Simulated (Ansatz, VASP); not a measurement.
**KZnF3 in VASP and in Ansatz**

File INCAR:

```
PREC = Accurate
ENCUT = 520
EDIFF = 1E-6
ISMEAR = 0
SIGMA = 0.02
LREAL = False
LASPH = True
NELM = 60
ALGO = Normal
ISIF = 2
LWAVE = False
LCHARG = False
GGA = PS
NBANDS = 29
```

Contents of KPOINTS:

```
regular mesh
0
Gamma
  6 6 6
```

File POSCAR:

```
KZnF3
1.0
    3.9303823840      0.0000000000      0.0000000000
    0.0000000000      3.9303823840      0.0000000000
    0.0000000000      0.0000000000      4.1560122963
K Zn F
1 1 3
Direct
    0.0000000000      0.0000000000      0.0000000000
    0.5000000000      0.5000000000      0.5000000000
    0.0000000000      0.5000000000      0.5000000000
    0.5000000000      0.0000000000      0.5000000000
    0.5000000000      0.5000000000      0.0000000000
```

Input for Ansatz:

```yaml
crystal:
  lattice:
    - [3.930382384, 0.0, 0.0]
    - [0.0, 3.930382384, 0.0]
    - [0.0, 0.0, 4.1560122963]
  atoms:
    - { symbol: K, position: [0.0, 0.0, 0.0] }
    - { symbol: Zn, position: [0.5, 0.5, 0.5] }
    - { symbol: F, position: [0.0, 0.5, 0.5] }
    - { symbol: F, position: [0.5, 0.0, 0.5] }
    - { symbol: F, position: [0.5, 0.5, 0.0] }
basis:
  ecutwfc: 420
kpoints:
  mp_grid: { grid: [6, 6, 6] }
  band_path: { path: [VBM, CBM], npoints: 2 }
hamiltonian:
  xc: pbesol
scf:
  occupations: { method: gaussian, width: 0.02 }
output:
  forces: true
  stress: true
  eigenvalues: true
checkpoint:
  read: start.run
  write: ck
  compress: false
  write_wavefunctions: false
  write_every: 100000
```

Alike in both runs: task single point; functional PBEsol; k mesh 6 × 6 × 6; occupations gaussian, width 0.02 eV; no spin polarisation.

|  | VASP | Ansatz |
| --- | --- | --- |
| version | VASP 6.6.1 | Ansatz 0.2.0 |
| potentials or method | VASP PAW PBE potentials, release 64 (K_sv, Zn, F), cutoff 520 eV | scalar-relativistic, plane waves, PAW |
| valence electrons in the cell | 42 | 42 |

```csv
,VASP,Ansatz,Ansatz less VASP
gap on the k mesh at the Fermi level (eV),3.55,3.63,+0.080
least direct gap on the mesh (eV),5.74,5.78,+0.041
pressure (GPa),4.0,3.5,-0.45
"traceless stress, the component that is largest in VASP (GPa)",-3.71,-3.51,+0.203
```

VASP's potentials were made for PBE, not for PBEsol.
